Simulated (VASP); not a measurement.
Zn: single point with r2SCAN

The system is Zn.

```
Zn
1.0
     2.67000    0.00000    0.00000
    -1.33500    2.31229    0.00000
     0.00000    0.00000    4.96600
Zn
2
Direct
  0.66667 0.33333 0.75000
  0.33333 0.66667 0.25000
```

| Quantity | Value |
| --- | --- |
| Program | VASP 6.6.1 |
| Task | single point |
| Functional | r2SCAN |
| Potentials or basis | VASP PAW PBE potentials, release 64 (Zn) |
| Cutoff | 520 eV |
| k mesh | 11 × 11 × 6 |
| Occupations | methfessel-paxton, width 0.2 eV |
| Spin | no spin polarisation |
| Dipole correction | no |
| Further INCAR settings | ALGO = Normal; EDIFF = 1e-07; NBANDS = 19 |

```
Pressure               : -4.4 GPa
Band gap on the k mesh : zero (band 12 reaches 4.65 eV, above the bottom of band 13 at -0.24 eV)
```

Stress tensor (GPa, compression positive):
```
-4.47  0.00  0.00
 0.00 -4.47  0.00
 0.00  0.00 -4.24
```

Levels at points of the mesh, in eV from the Fermi level:
```tsv
k point	band 8	band 9	band 10	band 11	band 12	band 13	band 14	band 15	band 16	band 17
(0.00, 0.00, 0.00)	-7.46	-7.46	-7.25	-7.25	-3.62	-3.02	14.36	17.92	18.50	18.50
(0.00, 0.00, 0.50)	-7.77	-7.34	-7.34	-7.34	-7.34	4.91	4.91	19.87	19.87	19.87
```

Wall time 2.1 min on 1 thread of AMD EPYC 7R13 Processor (Zen 3) (shared host), peak memory 0.14 GiB.

Caveat: the PAW data sets were made with another functional, which shifts forces and pressure a little.
